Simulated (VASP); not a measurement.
# Ta5O: single point with PBEsol

System: Ta5O, a slab with vacuum.

```
Ta O
1.0
     3.28052    0.00000    0.00000
     0.00000    3.28052    0.00000
     0.00000    0.00000   25.56104
Ta O
5 1
Direct
  0.50000 0.50000 0.33254
  0.00000 0.00000 0.39671
  0.50000 0.50000 0.46114
  0.00000 0.00000 0.52634
  0.50000 0.50000 0.58151
  0.66667 0.83333 0.63278
```

- Program: VASP 6.6.1
- Task: single point
- Functional: PBEsol
- Potentials or basis: VASP PAW PBE potentials, release 64 (Ta_pv, O)
- Cutoff: 520 eV
- k mesh: 9 × 9 × 1
- Occupations: gaussian, width 0.1 eV
- Spin: no spin polarisation
- Dipole correction: yes
- Further INCAR settings: ALGO = Normal; EDIFF = 1e-06; NBANDS = 40

| Property | Result |
| --- | --- |
| Largest force | 2.636 eV/Å |
| Band gap on the k mesh | zero (an odd number of electrons rules out a gap without spin polarisation) |

Forces on the atoms (eV/Å):
```
Ta  -0.049 -0.071  1.281
Ta   0.069  0.057 -1.234
Ta   0.059  0.176 -0.325
Ta  -0.430 -0.587 -2.179
Ta  -0.348 -1.342  2.242
O    0.699  1.766  0.215
```

Levels at points of the mesh, in eV from the Fermi level:
```tsv
k point	band 28	band 29	band 30	band 31	band 32	band 33	band 34	band 35
(0.00, 0.00, 0.00)	-0.11	0.40	0.41	0.56	0.70	0.75	1.22	1.31
```

Run time: 9.7 min on 1 thread of AMD EPYC 7R13 Processor (Zen 3), with other jobs on the host, peak memory 0.52 GiB.

Caveat: the PAW data sets were made with another functional, which shifts forces and pressure a little; spin-orbit coupling is left out, which moves the levels of the heavy elements; an odd number of electrons without spin polarisation forces a metal; a magnetic or distorted state may lie lower.
